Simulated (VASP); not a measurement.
A run of VASP 6.6.1:

The input INCAR:

```
SYSTEM = WC
PREC     = Accurate       ! precision mode
ENCUT    = 520            ! plane-wave cutoff, eV
EDIFF    = 1E-7           ! SCF threshold, eV
ISMEAR   = 0              ! smearing method
SIGMA    = 0.15           ! smearing width, eV
LREAL    = .False.        ! projectors in reciprocal space
LASPH    = .True.         ! aspherical terms in the spheres
NELM     = 80             ! most SCF steps
ALGO     = Normal         ! electronic algorithm
ISIF     = 2              ! what is computed and relaxed
LWAVE    = .False.        ! write WAVECAR
LCHARG   = .False.        ! write CHGCAR
GGA      = PS             ! functional
NBANDS   = 16             ! bands
```

The input KPOINTS:

```
regular mesh
0
Gamma
  18 18 18
  0 0 0
```

POSCAR

```
WC
1.0
    0.0000000000      2.1049766400      2.1926840000
    2.1049766400      0.0000000000      2.1926840000
    2.1049766400      2.1049766400      0.0000000000
W C
1 1
Direct
    0.0000000000      0.0000000000      0.0000000000
    0.5000000000      0.5000000000      0.5000000000
```

Potentials or basis: VASP PAW PBE potentials, release 64 (W_sv, C).

The run is started by

```bash
$ cat potpaw_PBE.64/W_sv/POTCAR potpaw_PBE.64/C/POTCAR > POTCAR
$ mpirun -np 1 vasp_std > vasp.out
```

Hardware: 1 thread of Intel Xeon 6975P-C, with other jobs on the host.

Question: Estimate the wall time of this run.

Answer: Wall time 61 s on 1 thread of Intel Xeon 6975P-C (shared host), peak memory 0.26 GiB. Counts: scf iterations 13, k points 480.
